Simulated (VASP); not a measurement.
# Fe (Pm-3m) in VASP: a series of runs

Runs on Fe. Level: PBEsol. Tasks: relaxation of cell and atoms, single point.

Program: VASP 6.6.1. These are calculated values, not measurements. Logs are shortened: lines on timing, memory, paths and dates and some standing lists are left out, and cuts for length are marked.

## Step 1: The cell of the first run

Symmetry: Pm-3m, No. 221, cubic system. The conventional cell has a = 2.334 Å, b = 2.334 Å, c = 2.334 Å, α = 90.00°, β = 90.00°, γ = 90.00°. Fe (site symmetry m-3m) has 6 Fe at 2.33 Å within 3.1 Å.

## Step 2: Relaxation of cell and atoms, PBEsol

Contents of INCAR:

```
  PREC = Accurate
  ENCUT = 600
  EDIFF = 1E-6
  ISMEAR = -1
  SIGMA = 0.1
  LREAL = False
  LASPH = True
  NELM = 100
  ALGO = Normal
  ISIF = 3
  LWAVE = False
  LCHARG = False
  GGA = PS
  IBRION = 2
  NSW = 80
  EDIFFG = -0.01
```

Contents of KPOINTS:

```
regular mesh
0
Gamma
  13 13 13
```

Contents of POSCAR:

```
Fe
1.0
    2.3342634294      0.0000000000      0.0000000000
    0.0000000000      2.3342634294      0.0000000000
    0.0000000000      0.0000000000      2.3342634294
Fe
1
Direct
    0.0000000000      0.0000000000      0.0000000000
```

Potentials or basis: VASP PAW PBE potentials, release 64 (Fe).

Run with:

```sh
$ cat potpaw_PBE.64/Fe/POTCAR > POTCAR
$ mpirun -np 1 vasp_std > vasp.out
```

OUTCAR:

```text
PREC = Accurate
   ENCUT = 600
   EDIFF = 1E-6
   ISMEAR = -1
   LREAL = False
   LASPH = True
   NELM = 100
   ISIF = 3
   GGA = PS
   IBRION = 2
   NSW = 80
   EDIFFG = -0.01

 ion  position               nearest neighbor table
   1  0.000  0.000  0.000-

  LATTYP: Found a simple cubic cell.
 ALAT       =     2.3342634294

  Lattice vectors:

 A1 = (   2.3342634294,   0.0000000000,   0.0000000000)
 A2 = (   0.0000000000,   2.3342634294,   0.0000000000)
 A3 = (   0.0000000000,   0.0000000000,   2.3342634294)

Analysis of symmetry for initial positions (statically):
=====================================================================
 Subroutine PRICEL returns:
 Original cell was already a primitive cell.

 Routine SETGRP: Setting up the symmetry group for a
 simple cubic supercell.

 Subroutine GETGRP returns: Found 48 space group operations
 (whereof 48 operations were pure point group operations)
 out of a pool of 48 trial point group operations.

The static configuration has the point symmetry O_h .

Analysis of symmetry for dynamics (positions and initial velocities):
=====================================================================
 Subroutine PRICEL returns:
 Original cell was already a primitive cell.

 Routine SETGRP: Setting up the symmetry group for a
 simple cubic supercell.

 Subroutine GETGRP returns: Found 48 space group operations
 (whereof 48 operations were pure point group operations)
 out of a pool of 48 trial point group operations.

The dynamic configuration has the point symmetry O_h .

 Subroutine INISYM returns: Found 48 space group operations
 (whereof 48 operations are pure point group operations),
 and found     1 'primitive' translations

----------------------------------------------------------------------------------------

                                     Primitive cell

  volume of cell :      12.7189

  direct lattice vectors                    reciprocal lattice vectors
     2.334263429  0.000000000  0.000000000     0.428400663  0.000000000  0.000000000
     0.000000000  2.334263429  0.000000000     0.000000000  0.428400663  0.000000000
     0.000000000  0.000000000  2.334263429     0.000000000  0.000000000  0.428400663

  length of vectors
     2.334263429  2.334263429  2.334263429     0.428400663  0.428400663  0.428400663

  position of ions in fractional coordinates (direct lattice)
     0.000000000  0.000000000  0.000000000

  ion indices of the primitive-cell ions
   primitive index   ion index
                 1           1

----------------------------------------------------------------------------------------

 KPOINTS: regular mesh

Automatic generation of k-mesh.
 Grid dimensions read from file:
 generate k-points for:   13   13   13

 Generating k-lattice:

  Cartesian coordinates                     Fractional coordinates (reciprocal lattice)
     0.032953897  0.000000000  0.000000000     0.076923077  0.000000000  0.000000000
     0.000000000  0.032953897  0.000000000     0.000000000  0.076923077  0.000000000
     0.000000000  0.000000000  0.032953897     0.000000000  0.000000000  0.076923077

  Length of vectors
     0.032953897  0.032953897  0.032953897

  Shift w.r.t. Gamma in fractional coordinates (k-lattice)
     0.000000000  0.000000000  0.000000000

 Subroutine IBZKPT returns following result:
 ===========================================

 Found     84 irreducible k-points:

 Following reciprocal coordinates:
            Coordinates               Weight
  0.000000  0.000000  0.000000      1.000000
  0.076923  0.000000  0.000000      6.000000
  0.153846  0.000000  0.000000      6.000000
  0.230769  0.000000  0.000000      6.000000
  0.307692  0.000000  0.000000      6.000000
  0.384615  0.000000  0.000000      6.000000
[... 16 lines left out ...]
  0.307692  0.307692  0.000000     12.000000
  0.384615  0.307692  0.000000     24.000000
 [... further k-points ...]
   k-points           NKPTS =     84   k-points in BZ     NKDIM =     84   number of bands    NBANDS=      8
   number of dos      NEDOS =    301   number of ions     NIONS =      1
   total plane-waves  NPLWV =   8000
   dimension x,y,z NGX =    20 NGY =   20 NGZ =   20
   dimension x,y,z NGXF=    40 NGYF=   40 NGZF=   40
   ions per type =               1
   NGX,Y,Z   is equivalent  to a cutoff of  14.24, 14.24, 14.24 a.u.
   NGXF,Y,Z  is equivalent  to a cutoff of  28.49, 28.49, 28.49 a.u.
 SYSTEM =  unknown system
   PREC   = accura    normal or accurate (medium, high low for compatibility)
   ISTART =      0    job   : 0-new  1-cont  2-samecut
   ICHARG =      2    charge: 1-file 2-atom 10-const
   ISPIN  =      1    spin polarized calculation?
   LNONCOLLINEAR =      F non collinear calculations
   LSORBIT =      F    spin-orbit coupling
   LASPH  =      T    aspherical Exc in radial PAW
   ENCUT  =  600.0 eV  44.10 Ry    6.64 a.u.   4.66  4.66  4.66*2*pi/ulx,y,z
   NELM   =    100;   NELMIN=  2; NELMDL= -5     # of ELM steps
   EDIFF  = 0.1E-05   stopping-criterion for ELM
   LREAL  =      F    real-space projection
   EDIFFG = -.1E-01   stopping-criterion for IOM
   NSW    =     80    number of steps for IOM
   IBRION =      2    ionic relax: 0-MD 1-quasi-New 2-CG
   NFREE  =      1    steps in history (QN), initial steepest desc. (CG)
   ISIF   =      3    stress and relaxation
   ISYM   =      2    0-nonsym 1-usesym 2-fastsym
   POTIM  = 0.5000    time-step for ionic-motion
   TEBEG  =    0.0;   TEEND  =   0.0 temperature during run
   PSTRESS=    0.0 pullay stress
   NELECT =       8.0000    total number of electrons
   NUPDOWN=      -1.0000    fix difference up-down
   EMIN   =  10.00;   EMAX   =-10.00  energy-range for DOS
   EFERMI =   0.00;   METHOD = LEGACY
   ISMEAR =    -1;   SIGMA  =   0.10  broadening in eV -4-tet -1-fermi 0-gaus
   EFERMI_NEDOS =   21; number of points for ismear=-14 and -15
   IALGO  =     38    algorithm
   IMIX   =      4    mixing-type and parameters
     AMIX     =   0.40;   BMIX     =  1.00
     AMIX_MAG =   1.60;   BMIX_MAG =  1.00
  volume/ion in A,a.u.               =      12.72        85.83
  Fermi-wavevector in a.u.,A,eV,Ry     =   1.402668  2.650659 26.769166  1.967478
  Thomas-Fermi vector in A             =   2.525407
   LORBIT       =      0    0 simple, 1 ext, 2 COOP (PROOUT), +10 PAW based schemes
   GGA     = PS    functional components
   LHFCALC =     F    Hartree Fock is set to
   AEXX    =    0.0000 exact exchange contribution
   IVDW    =     0    specifies the selected vdW correction
   LEPSILON=     F    determine dielectric tensor
   LRPA    =     F    only Hartree local field effects (RPA)
 conjugate gradient relaxation of ions
 non-spin polarized calculation
  energy-cutoff  :      600.00
  volume of cell :       12.72
 maximum number of plane-waves:       449
 NGX is ok and might be reduce to    20
   NGX =  9   NGY =  9   NGZ =  9

--------------------------------------- Ionic step        1  -------------------------------------------

 number of electron       8.0000006 magnetization

 Free energy of the ion-electron system (eV)
  ---------------------------------------------------
  ext. energy  EPLUGINS =         0.00000000
  ---------------------------------------------------
  free energy    TOTEN  =        -7.77720408 eV

  energy without entropy =       -7.68881745  energy(sigma->0) =       -7.73301077

------------------------ aborting loop because EDIFF is reached ----------------------------------------

  FORCE on cell =-STRESS in cart. coord.  units (eV):
  Direction    XX          YY          ZZ          XY          YZ          ZX
  --------------------------------------------------------------------------------------
  -------------------------------------------------------------------------------------
  Total       -1.7912685     -1.7912685     -1.7912685      0.0000000      0.0000000      0.0000000
  in kB     -225.6429002   -225.6429002   -225.6429002      0.0000000      0.0000000      0.0000000
  external PRESSURE =    -225.6429002 kB  Pullay stress =       0.0000000 kB
[... 195 lines left out ...]
  energy  without entropy=       -7.8296280792  energy(sigma->0) =       -7.86577765

--------------------------------------- Ionic step        7  -------------------------------------------

 number of electron       8.0000003 magnetization

 Free energy of the ion-electron system (eV)
  ---------------------------------------------------
  ext. energy  EPLUGINS =         0.00000000
  ---------------------------------------------------
  free energy    TOTEN  =        -7.90196173 eV

  energy without entropy =       -7.82990366  energy(sigma->0) =       -7.86593269

 E-fermi :   6.1044     XC(G=0): -13.3136

 val. band max:        6.0904336251   @ k =   0.3077   0.0769   0.0769
 cond. band min:       6.1239374282   @ k =   0.3077   0.3077   0.0769
 fundamental gap:      0.0335038031
 Fermi energy:         6.1043921602

 k-point     1 :       0.0000    0.0000    0.0000
  band No.  band energies     occupation
      1      -2.4869      2.00000
      2       2.0675      2.00000
      3       2.0675      2.00000
      4       7.1434      0.00006
      5       7.1434      0.00006
      6       7.1434      0.00006
      7      27.3406      0.00000
      8      27.3406      0.00000
[... 243 lines left out ...]
 k-point    24 :       0.3846    0.3077    0.0000
  band No.  band energies     occupation
      1       1.6665      2.00000
      2       2.9926      2.00000
      3       5.6274      1.98318
      4       5.8558      1.84625
      5       6.2209      0.47561
      6       7.8324      0.00000
      7      14.7107      0.00000
      8      20.9981      0.00000

 [... further k-points ...]
[... 5 lines left out ...]
  --------------------------------------------------------------------------------------
  -------------------------------------------------------------------------------------
  Total        0.0001063      0.0001063      0.0001063     -0.0000000     -0.0000000     -0.0000000
  in kB        0.0152719      0.0152719      0.0152719     -0.0000000     -0.0000000     -0.0000000
  external PRESSURE =       0.0152719 kB  Pullay stress =       0.0000000 kB
[... 16 lines left out ...]
  FREE ENERGIE OF THE ION-ELECTRON SYSTEM (eV)
  ---------------------------------------------------
  free  energy   TOTEN  =        -7.9019617305 eV

  energy  without entropy=       -7.8299036578  energy(sigma->0) =       -7.86593269

 reached required accuracy - stopping structural energy minimisation
```

Run time: 26 s. Hardware: 1 thread of Intel Xeon 6975P-C, shared host; peak memory 0.14 GiB.

Results:

```
Free energy                            : -7.9020 eV
Relaxed volume                         : 11.15 Å³/atom
Relaxed cell                           : a = 2.234 Å, b = 2.234 Å, c = 2.234 Å, α = 90.00°, β = 90.00°, γ = 90.00°
Space group after relaxing (to 0.05 Å) : Pm-3m (No. 221)
Energy gained by relaxing              : 124.8 meV/atom
Ionic steps                            : 7
Pressure after relaxing                : 0.0 GPa
Band gap on the k mesh                 : zero (band 4 reaches 8.26 eV, above the bottom of band 5 at 5.46 eV)
```

The path:
```
step  energy change (eV)  largest force (eV/Å)  pressure (GPa)  volume (Å³)
   1              0.0000                0.0000          -22.56        12.72
   2              0.0518                0.0000           44.19         9.70
   3             -0.1246                0.0000           -0.86        11.19
   4             -0.1248                0.0000           -0.18        11.16
   5             -0.1247                0.0000            0.44        11.13
   6             -0.1247                0.0000           -0.43        11.17
   7             -0.1248                0.0000            0.00        11.15
```

Final structure:
```cif
data_structure
_symmetry_space_group_name_H-M 'P 1'
_symmetry_Int_Tables_number 1
_cell_length_a 2.2341
_cell_length_b 2.2341
_cell_length_c 2.2341
_cell_angle_alpha 90.000
_cell_angle_beta 90.000
_cell_angle_gamma 90.000
_cell_volume 11.15
loop_
_atom_site_label
_atom_site_type_symbol
_atom_site_fract_x
_atom_site_fract_y
_atom_site_fract_z
_atom_site_occupancy
Fe1 Fe 0.00000 0.00000 0.00000 1
```

Caveat: the PAW data sets were made with another functional, which shifts forces and pressure a little; the run has no spin polarisation, though such a crystal can be magnetic. Spin polarisation is off, so any magnetic state and its effect on volume and gap are missing.

## Step 3: Single point, PBEsol

This run uses another cell than the first one, of 11.19 Å³/atom, 0.880 times its volume.

Contents of INCAR:

```
PREC = Accurate
ENCUT = 520
EDIFF = 1E-7
ISMEAR = -1
SIGMA = 0.1
LREAL = F
LASPH = T
NELM = 60
ALGO = Normal
ISIF = 2
LWAVE = F
LCHARG = F
GGA = PS
NBANDS = 10
```

Contents of KPOINTS:

```
regular mesh
0
Gamma
  23 23 23
```

Contents of POSCAR:

```
Fe
1.0
    2.2366748955      0.0000000000      0.0000000000
    0.0000000000      2.2366748955      0.0000000000
    0.0000000000      0.0000000000      2.2366748955
Fe
1
Direct
    0.0000000000      0.0000000000      0.0000000000
```

Potentials or basis: VASP PAW PBE potentials, release 64 (Fe).

Run with:

```sh
$ cat potpaw_PBE.64/Fe/POTCAR > POTCAR
$ mpirun -np 1 vasp_std > vasp.out
```

OUTCAR:

```text
PREC = Accurate
   ENCUT = 520
   EDIFF = 1E-7
   ISMEAR = -1
   LREAL = F
   LASPH = T
   NELM = 60
   ISIF = 2
   GGA = PS

 ion  position               nearest neighbor table
   1  0.000  0.000  0.000-

  LATTYP: Found a simple cubic cell.
 ALAT       =     2.2366748955

  Lattice vectors:

 A1 = (   2.2366748955,   0.0000000000,   0.0000000000)
 A2 = (   0.0000000000,   2.2366748955,   0.0000000000)
 A3 = (   0.0000000000,   0.0000000000,   2.2366748955)

Analysis of symmetry for initial positions (statically):
=====================================================================
 Subroutine PRICEL returns:
 Original cell was already a primitive cell.

 Routine SETGRP: Setting up the symmetry group for a
 simple cubic supercell.

 Subroutine GETGRP returns: Found 48 space group operations
 (whereof 48 operations were pure point group operations)
 out of a pool of 48 trial point group operations.

The static configuration has the point symmetry O_h .

Analysis of symmetry for dynamics (positions and initial velocities):
=====================================================================
 Subroutine PRICEL returns:
[... 155 lines left out ...]
 E-fermi :   6.0690     XC(G=0): -13.2943

 val. band max:        6.0638500776   @ k =   0.3043   0.3043   0.0000
 cond. band min:       6.0704407857   @ k =   0.4348   0.2174   0.2174
 fundamental gap:      0.0065907081
 Fermi energy:         6.0690330046

 k-point     1 :       0.0000    0.0000    0.0000
  band No.  band energies     occupation
      1      -2.5033      2.00000
      2       2.0517      2.00000
      3       2.0518      2.00000
      4       7.1045      0.00006
      5       7.1045      0.00006
      6       7.1045      0.00006
      7      27.2590      0.00000
      8      27.2590      0.00000
      9      27.2590      0.00000
     10      31.4846      0.00000
[... 287 lines left out ...]
 k-point    24 :       0.0870    0.0870    0.0000
  band No.  band energies     occupation
      1      -2.0026      2.00000
      2       2.1993      2.00000
      3       2.3119      2.00000
      4       6.8251      0.00104
      5       6.9543      0.00029
      6       7.0035      0.00017
      7      24.7570      0.00000
      8      25.3100      0.00000
      9      27.9727      0.00000
     10      32.1715      0.00000

 [... further k-points ...]
[... 5 lines left out ...]
  --------------------------------------------------------------------------------------
  -------------------------------------------------------------------------------------
  Total       -0.0505004     -0.0505004     -0.0505004      0.0000000      0.0000000      0.0000000
  in kB       -7.2309771     -7.2309771     -7.2309771      0.0000000      0.0000000      0.0000000
  external PRESSURE =      -7.2309771 kB  Pullay stress =       0.0000000 kB

 VOLUME and BASIS-vectors are now :
 -----------------------------------------------------------------------------
  energy-cutoff  :      520.00
  volume of cell :       11.19
      direct lattice vectors                 reciprocal lattice vectors
     2.236674896  0.000000000  0.000000000     0.447092245  0.000000000  0.000000000
     0.000000000  2.236674896  0.000000000     0.000000000  0.447092245  0.000000000
     0.000000000  0.000000000  2.236674896     0.000000000  0.000000000  0.447092245

 POSITION                                       TOTAL-FORCE (eV/Angst)
 -----------------------------------------------------------------------------------
      0.00000      0.00000      0.00000         0.000000      0.000000      0.000000
 -----------------------------------------------------------------------------------
    total drift:                               -0.000000      0.000000      0.000000

  FREE ENERGIE OF THE ION-ELECTRON SYSTEM (eV)
  ---------------------------------------------------
  free  energy   TOTEN  =        -7.9031395026 eV

  energy  without entropy=       -7.8309101185  energy(sigma->0) =       -7.86702481
```

Run time: 26 s. Hardware: 1 thread of Intel Xeon 6975P-C, shared host; peak memory 0.15 GiB.

What came out:

| Quantity | Value |
| --- | --- |
| Free energy | -7.9031 eV |
| Pressure | -0.7 GPa |
| Band gap on the k mesh | zero (band 4 reaches 8.31 eV, above the bottom of band 5 at 5.35 eV) |

Caveat: the PAW data sets were made with another functional, which shifts forces and pressure a little; the run has no spin polarisation, though such a crystal can be magnetic. Spin polarisation is off, so any magnetic state and its effect on volume and gap are missing.
